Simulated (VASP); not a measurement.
Here is a VASP 6.6.1 calculation.

File INCAR:

```
SYSTEM = Tc
ALGO     = Normal         ! electronic algorithm
EDIFF    = 1E-6           ! SCF threshold, eV
ENCUT    = 520            ! plane-wave cutoff, eV
ISIF     = 2              ! what is computed and relaxed
ISMEAR   = -1             ! smearing method
LASPH    = .TRUE.         ! aspherical terms in the spheres
LCHARG   = .FALSE.        ! write CHGCAR
LDAU     = .TRUE.         ! DFT+U
LDAUJ    = 0            
LDAUL    = 2              ! shell
LDAUPRINT= 1            
LDAUTYPE = 2            
LDAUU    = 1              ! U, eV
LMAXMIX  = 4              ! l up to which the mixer works
LREAL    = .FALSE.        ! projectors in reciprocal space
LWAVE    = .FALSE.        ! write WAVECAR
NBANDS   = 20             ! bands
NELM     = 150            ! most SCF steps
PREC     = Accurate       ! precision mode
SIGMA    = 0.08           ! smearing width, eV
```

The input KPOINTS:

```
k-points
0
G
  8 8 4
  0 0 0
```

The input POSCAR:

```
Tc
1.0
    2.7400001704      0.0000000000      0.0000000000
   -1.3700000852      2.3729097540      0.0000000000
    0.0000000000      0.0000000000      4.3980000000
Tc
2
Direct
    0.3333333333      0.6666666667      0.2500000000
    0.6666666667      0.3333333333      0.7500000000
```

Potentials or basis: VASP PAW LDA potentials, release 64 (Tc_pv).

Command:

```console
$ cat potpaw_LDA.64/Tc_pv/POTCAR > POTCAR
$ mpirun -np 1 vasp_std > vasp.out
```

Problem. Estimate the pressure.

Solution. -12.8 GPa.

Problem. Predict the band gap on the k mesh.

Solution. Zero (bands 13 and 14 overlap by 3.39 eV).

Eigenvalues of the final occupation matrices:
```tsv
site	spin	trace	eigenvalues
site 1 d	1	2.60	0.52 0.52 0.52 0.52 0.53
site 1 d	2	2.60	0.52 0.52 0.52 0.52 0.53
site 2 d	1	2.60	0.52 0.52 0.52 0.52 0.53
site 2 d	2	2.60	0.52 0.52 0.52 0.52 0.53
```

Caveat: the cell stands under tension; U without spin polarisation on a metal has little footing; the U is typed as a test and isn't derived for this compound.
